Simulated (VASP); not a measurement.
# Cd2InGaO4: single point with PBE

Cd2InGaO4:

```
Cd In Ga O
1.0
     4.45021    0.00000    0.00000
     0.00000    4.45021    0.00000
     0.00000    0.00000    5.30643
Cd In Ga O
2 1 1 4
Direct
  0.50000 0.50000 0.25000
  0.50000 0.50000 0.75000
  0.00000 0.00000 0.00000
  0.00000 0.00000 0.50000
  0.50000 0.00000 0.00000
  0.00000 0.50000 0.00000
  0.50000 0.00000 0.50000
  0.00000 0.50000 0.50000
```

```json
{"Program": "VASP 6.6.1", "Task": "single point", "Functional": "PBE", "Potentials or basis": "VASP PAW PBE potentials, release 64 (Cd, In_d, Ga_d, O)", "Cutoff": "520 eV", "k mesh": "4 × 4 × 4", "Occupations": "gaussian, width 0.1 eV", "Spin": "collinear spin, ferromagnetic start", "Starting moments": "[0.0, 0.0, 0.0, 0.0, 1.0, 1.0, 1.0, 1.0] μB", "Dipole correction": "no", "Further INCAR settings": "ALGO = Normal; EDIFF = 1e-06; NBANDS = 51"}
```

- Pressure: 1.9 GPa
- Largest force: 0.247 eV/Å
- Net moment: 0.31 μB per cell
- Site moments: Cd +0.00; In +0.07; Ga +0.06; O +0.02, +0.03 (each value once) μB
- Valence electrons inside the program's atomic spheres: Cd 10.19; In 11.39; Ga 11.48; O 4.91, 4.87 (each value once)

Forces on the atoms (eV/Å):
```
Cd   0.000  0.000  0.247
Cd   0.000  0.000 -0.247
In   0.000  0.000  0.000
Ga   0.000  0.000  0.000
O    0.000  0.000  0.000
O    0.000  0.000  0.000
O    0.000  0.000  0.000
O    0.000  0.000  0.000
```

Stress tensor (GPa, compression positive):
```
-13.44   0.00   0.00
  0.00 -13.44   0.00
  0.00   0.00  32.58
```

Levels at points of the mesh, in eV from the Fermi level:
Spin up:
| k point | band 35 | band 36 | band 37 | band 38 | band 39 | band 40 |
| --- | --- | --- | --- | --- | --- | --- |
| (0.00, 0.00, 0.00) | -1.84 | -1.45 | -0.97 | -0.61 | 1.03 | 1.08 |
| (0.50, 0.00, 0.00) | -0.71 | -0.66 | 0.04 | 0.13 | 1.47 | 3.96 |
| (0.50, 0.50, 0.00) | -1.16 | -0.57 | -0.57 | 1.61 | 2.13 | 2.13 |
| (0.00, 0.00, 0.50) | -2.44 | -2.02 | -1.85 | -1.53 | 0.20 | 0.28 |
| (0.50, 0.00, 0.50) | -2.24 | -2.24 | 0.11 | 0.67 | 1.89 | 2.00 |
| (0.50, 0.50, 0.50) | -1.95 | -1.76 | 0.82 | 1.14 | 2.79 | 2.85 |
Spin down:
```csv
k point,band 33,band 34,band 35,band 36,band 37,band 38,band 39,band 40,band 41,band 42
"(0.00, 0.00, 0.00)",-2.96,-1.82,-1.82,-1.43,-0.92,-0.56,1.13,1.29,2.99,5.95
"(0.50, 0.00, 0.00)",-3.60,-1.94,-0.66,-0.61,0.24,0.28,1.49,4.02,4.11,4.27
"(0.50, 0.50, 0.00)",-1.76,-1.71,-0.89,-0.52,-0.52,1.75,2.20,2.20,2.55,3.21
"(0.00, 0.00, 0.50)",-2.42,-2.42,-2.39,-2.00,-1.79,-1.41,0.23,0.30,6.49,6.49
"(0.50, 0.00, 0.50)",-2.75,-2.53,-2.22,-2.19,0.25,0.82,1.91,2.01,6.32,7.19
"(0.50, 0.50, 0.50)",-2.16,-1.96,-1.90,-1.74,1.00,1.32,2.80,2.86,4.17,4.17
```

Run time: 3 min on 1 thread of Intel(R) Xeon(R) Platinum 8488C (Sapphire Rapids), with other jobs on the host, peak memory 0.35 GiB.

Caveat: the stress differs along the axes, from -13 to 33 GPa; spin-orbit coupling is left out, which moves the levels of the heavy elements.
